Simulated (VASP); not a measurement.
The system is Ir.

```
Ir
1.0
     0.00000    1.91560    1.91560
     1.91560    0.00000    1.91560
     1.91560    1.91560    0.00000
Ir
1
Cartesian
  0.0000 0.0000 0.0000
```

```yaml
Program: VASP 6.6.1
Task: relaxation of volume and atoms at fixed shape
Functional: r2SCAN
Potentials_or_basis: VASP PAW PBE potentials, release 64 (Ir)
Cutoff: 600 eV
k_mesh: 11 × 11 × 11
Occupations: gaussian, width 0.1 eV
Spin: no spin polarisation
```

At the start: pressure 7.2 GPa; volume 14.06 Å³/atom.

**Question.** How do energy, volume and symmetry change on relaxing?

**Answer.** Over 4 steps the energy falls by 5.6 meV/atom and the volume is 14.32 Å³/atom (+1.8 %); space group Fm-3m (No. 225, to 0.1 Å) before and after.

Step by step:
```tsv
step	energy change (eV)	largest force (eV/Å)	pressure (GPa)	volume (Å³)
1	0.0000	0.0000	7.17	14.06
2	0.0744	0.0000	-22.38	15.38
3	-0.0056	0.0000	-0.21	14.32
4	-0.0056	0.0000	0.00	14.32
```

Final structure:
```
Ir
1.0
     0.00000    1.92722    1.92722
     1.92722    0.00000    1.92722
     1.92722    1.92722    0.00000
Ir
1
Direct
  0.00000 0.00000 0.00000
```

Caveat: the PAW data sets were made with another functional, which shifts forces and pressure a little.
